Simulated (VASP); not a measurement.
Write the native input for VASP 6.6.1 that does the following.

| Quantity | Value |
| --- | --- |
| Task | single point |
| Functional | PBE |
| Potentials or basis | VASP PAW PBE potentials, release 64 (Li_sv, O) |
| Cutoff | 750 eV |
| k mesh | 5 × 5 × 5 |
| Occupations | gaussian, width 0.1 eV |
| Spin | no spin polarisation |
| Dipole correction | no |
| Further INCAR settings | ALGO = Normal; EDIFF = 1e-06; NBANDS = 13 |

The structure of Li2O lies in POSCAR:

```
Li2O
1.0
    0.0000000000      2.4448667924      2.4448667924
    2.4448667924      0.0000000000      2.4448667924
    2.4448667924      2.4448667924      0.0000000000
Li O
2 1
Direct
    0.7500000000      0.7500000000      0.7500000000
    0.2500000000      0.2500000000      0.2500000000
    0.0000000000      0.0000000000      0.0000000000
```

One way to write it, as run:

INCAR

```
SYSTEM = Li2O
  PREC = Accurate
  ENCUT = 750
  EDIFF = 1E-6
  ISMEAR = 0
  SIGMA = 0.1
  LREAL = .False.
  LASPH = .True.
  NELM = 120
  ALGO = Normal
  ISIF = 2
  LWAVE = .False.
  LCHARG = .True.
  GGA = PE
  LELF = .True.
  LVHAR = .True.
  NBANDS = 13
  GGA_COMPAT = .False.
```

KPOINTS

```
regular mesh
0
Gamma
  5 5 5
  0 0 0
```

Potentials or basis: VASP PAW PBE potentials, release 64 (Li_sv, O).

The run is started by

```sh
$ cat potpaw_PBE.64/Li_sv/POTCAR potpaw_PBE.64/O/POTCAR > POTCAR
$ mpirun -np 1 vasp_std > vasp.out
```

Results of the run:

The pressure is -10.0 GPa. The band gap on the k mesh is 4.11 eV, direct.

Caveat: the k points lie up to 0.45 Å⁻¹ apart.

Run time: 7.9 s on 1 thread of Intel(R) Xeon(R) Platinum 8259CL CPU @ 2.50GHz (Skylake/Cascade Lake) (shared host), peak memory 0.16 GiB.
